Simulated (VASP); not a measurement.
Ge3PdRu, 5 atoms in the cell. Symmetry: P4/mmm, No. 123, tetragonal system. The conventional cell has a = 4.300 Å, b = 4.300 Å, c = 5.188 Å, α = 90.00°, β = 90.00°, γ = 90.00°. Ge (site symmetry mmm) has 2 Ru at 2.15 Å and 2 Pd at 2.15 Å within 2.8 Å. Ge (site symmetry 4/mmm) has 2 Ru at 2.59 Å and 8 Ge at 3.37 Å within 3.4 Å. Ru (site symmetry 4/mmm) has 6 Ge at 2.15 to 2.59 Å within 2.8 Å. Within 2.8 Å of Pd (site symmetry 4/mmm) lie 4 Ge at 2.15 Å. The cell was generated, and may not be a known phase.

| Quantity | Value |
| --- | --- |
| Program | VASP 6.6.1 |
| Task | relaxation of cell and atoms |
| Functional | PBE |
| Potentials or basis | VASP PAW PBE potentials, release 64 (Ge_d, Ru_pv, Pd) |
| Cutoff | 600 eV |
| k mesh | 4 × 4 × 4 |
| Occupations | gaussian, width 0.1 eV |
| Spin | no spin polarisation |
| Dipole correction | no |
| Further INCAR settings | ALGO = Normal; EDIFF = 1e-06; IBRION = 2; EDIFFG = -0.04; NSW = 90; ISIF = 3 |

Potentials or basis: VASP PAW PBE potentials, release 64 (Ge_d, Ru_pv, Pd).

Launch:

```bash
$ cat potpaw_PBE.64/Ge_d/POTCAR potpaw_PBE.64/Ru_pv/POTCAR potpaw_PBE.64/Pd/POTCAR > POTCAR
$ mpirun -np 1 vasp_std > vasp.out
```

Hardware: 1 thread of Intel Xeon 8259CL, on a shared host.

How long does it take, and how much memory?

Wall time 19 min on 1 thread of Intel Xeon 8259CL (shared host), peak memory 0.29 GiB. Counts: scf iterations 125, k points 18, ion steps 11.
